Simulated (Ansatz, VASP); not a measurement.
## One calculation of InP, two programs

```
In P
1.0
     0.00000    2.85500    2.85500
     2.85500    0.00000    2.85500
     2.85500    2.85500    0.00000
In P
1 1
Direct
  0.00000 0.00000 0.00000
  0.50000 0.50000 0.50000
```

Alike in both runs: task single point; functional PBE; k mesh 6 × 6 × 6; occupations gaussian, width 0.1 eV; no spin polarisation.

|  | VASP | Ansatz |
| --- | --- | --- |
| version | VASP 6.6.1 | Ansatz 0.2.0 |
| potentials or method | VASP PAW PBE potentials, release 64 (In_d, P), cutoff 520 eV | scalar-relativistic, plane waves, PAW |
| valence electrons in the cell | 18 | 18 |

|  | VASP | Ansatz | Ansatz less VASP |
| --- | --- | --- | --- |
| gap on the k mesh at the Fermi level (eV) | none | none | - |
| pressure (GPa) | -5.1 | -5.1 | +0.04 |

A gap of «none» marks a metal or a gap that the smearing closes.
